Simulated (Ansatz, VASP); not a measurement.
## VAgSe2 in VASP and in Ansatz

Contents of INCAR:

```
PREC = Accurate
ENCUT = 520
EDIFF = 1E-6
ISMEAR = 0
SIGMA = 0.05
LREAL = False
LASPH = True
NELM = 150
ALGO = Normal
ISIF = 2
LWAVE = False
LCHARG = False
ISPIN = 2
MAGMOM = 0 2 0 0
LORBIT = 11
LMAXMIX = 4
LDAU = True
LDAUTYPE = 2
LDAUL = -1 2 -1
LDAUU = 0 6 0
LDAUJ = 0 0 0
LDAUPRINT = 1
GGA = PE
NBANDS = 30
```

File KPOINTS:

```
regular mesh
0
Gamma
  6 6 6
```

File POSCAR:

```
VAgSe2
1.0
    1.9465168400      1.1238220200      7.0665989100
   -1.9465168400      1.1238220200      7.0665989100
    0.0000000000     -2.2476440400      7.0665989100
Ag V Se
1 1 2
Direct
    0.5000000000      0.5000000000      0.5000000000
    0.0000000000      0.0000000000      0.0000000000
    0.2667000000      0.2667000000      0.2667000000
    0.7333000000      0.7333000000      0.7333000000
```

Input for Ansatz:

```yaml
crystal:
  lattice:
    - [1.94651684, 1.12382202, 7.06659891]
    - [-1.94651684, 1.12382202, 7.06659891]
    - [0.0, -2.24764404, 7.06659891]
  atoms:
    - { symbol: Ag, position: [0.5, 0.5, 0.5] }
    - { symbol: V, position: [0.0, 0.0, 0.0], spin: 2.0 }
    - { symbol: Se, position: [0.2667, 0.2667, 0.2667] }
    - { symbol: Se, position: [0.7333, 0.7333, 0.7333] }
basis:
  ecutwfc: 420
  ecutrho_ratio: 4
kpoints:
  mp_grid: { grid: [6, 6, 6] }
hamiltonian:
  xc: pbe
  hubbard: { sites: [{ site: 1, l: d, u_eff: 6.0 }] }
scf:
  occupations: { method: gaussian, width: 0.05 }
  lower_state_search: "off"
  max_iter: 150
output:
  forces: true
  stress: true
  eigenvalues: true
  populations: true
  hubbard: { sites: [{ site: 1, l: d }] }
magnetization:
  spin_polarized: true
```

Alike in both runs: task single point; functional PBE; k mesh 6 × 6 × 6; occupations gaussian, width 0.05 eV; collinear spin; Hubbard terms V d U = 6.0 eV.

|  | VASP | Ansatz |
| --- | --- | --- |
| version | VASP 6.6.1 | Ansatz 0.2.0 |
| potentials or method | VASP PAW PBE potentials, release 64 (Ag, V_sv, Se), cutoff 520 eV | scalar-relativistic, plane waves, PAW |
| valence electrons in the cell | 36 | 64 |

VASP gave:

| Quantity | Value |
| --- | --- |
| gap on the k mesh at the Fermi level (eV) | none |
| pressure (GPa) | -0.7 |
| traceless stress, the component that is largest in VASP (GPa) | -2.60 |
| rms of the force components (eV/Å) | 0.491 |
| net moment per atom (μB) | 0.66 |
| size of the moment on the site where the two differ most (μB) | 2.68 |

Estimate Ansatz's values.

gap on the k mesh at the Fermi level (eV): none; pressure (GPa): -0.4; traceless stress, the component that is largest in VASP (GPa): -2.81; rms of the force components (eV/Å): 0.512; net moment per atom (μB): 0.71; size of the moment on the site where the two differ most (μB): 2.61.

Site moments also hang on the region over which each program counts them. The programs project onto different local orbitals, so the same U acts differently, and such runs can settle in different states. Atom by atom the forces differ by 0.021 eV/Å (rms over components). A gap of «none» marks a metal or a gap that the smearing closes. VASP's potentials hold 36 valence electrons a cell and Ansatz's 64, so a difference there can come from the potentials and not from the codes. Ansatz's warnings: filled band counts differ across k points.
